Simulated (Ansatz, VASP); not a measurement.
## C in VASP and in Ansatz

```
C
1.0
     0.00000    1.78340    1.72990
     1.78340    0.00000    1.72990
     1.78340    1.78340    0.00000
C
2
Direct
  0.50000 0.50000 0.50000
  0.75000 0.75000 0.75000
```

Change from the starting cell: zz strain of -3 %, crystal datasets.

Alike in both runs: task electric field gradients; functional PBE; k mesh 20 × 20 × 20; occupations fermi-dirac, width 0.08 eV; no spin polarisation.

```csv
,VASP,Ansatz
version,VASP 6.6.1,Ansatz 0.2.0
potentials or method,"VASP PAW PBE potentials, release 64 (C), cutoff 520 eV","all-electron PAW with datasets made for the crystal, scalar-relativistic"
```

|  | VASP | Ansatz | Ansatz less VASP |
| --- | --- | --- | --- |
| gap on the k mesh at the Fermi level (eV) | 3.42 | 3.42 | +0.009 |
| pressure (GPa) | 16.7 | 15.9 | -0.81 |
| traceless stress, the component that is largest in VASP (GPa) | 18.88 | 18.92 | +0.035 |
| size of Vzz on the site where it differs most (V/Å²) | 1.1 | 1.3 | +0.17 |

Ansatz ran all-electron here, and VASP with PAW potentials.
